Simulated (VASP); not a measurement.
Crystal: Os.

```
Os
1.0
     2.49000    0.00000    0.00000
     0.00000    2.49000    0.00000
     0.00000    0.00000    2.49000
Os
1
Direct
  0.00000 0.00000 0.00000
```

This isn't the form of Os at room conditions, which is hcp.

- Program: VASP 6.6.1
- Task: relaxation of cell and atoms
- Functional: PBEsol
- Potentials or basis: VASP PAW PBE potentials, release 64 (Os)
- Cutoff: 600 eV
- k mesh: 17 × 17 × 17
- Occupations: fermi-dirac, width 0.05 eV
- Spin: no spin polarisation

At the start: pressure 16.6 GPa; volume 15.44 Å³/atom.

Where does the relaxation end?

Over 4 steps the energy falls by 38.4 meV/atom and the volume is 16.22 Å³/atom (+5.1 %); space group Pm-3m (No. 221, to 0.1 Å) before and after.

The path:
```
step  energy change (eV)  largest force (eV/Å)  pressure (GPa)  volume (Å³)
   1              0.0000                0.0000           16.62        15.44
   2              0.3573                0.0000          -34.71        19.30
   3             -0.0382                0.0000           -1.15        16.28
   4             -0.0384                0.0000           -0.07        16.22
```

Final structure:
```yaml
crystal:
  lattice:
    - [2.53131, 0.00000, 0.00000]
    - [0.00000, 2.53131, 0.00000]
    - [0.00000, 0.00000, 2.53131]
  atoms:
    - { symbol: Os, position: [0.00000, 0.00000, 0.00000] }
```

Caveat: the PAW data sets were made with another functional, which shifts forces and pressure a little.
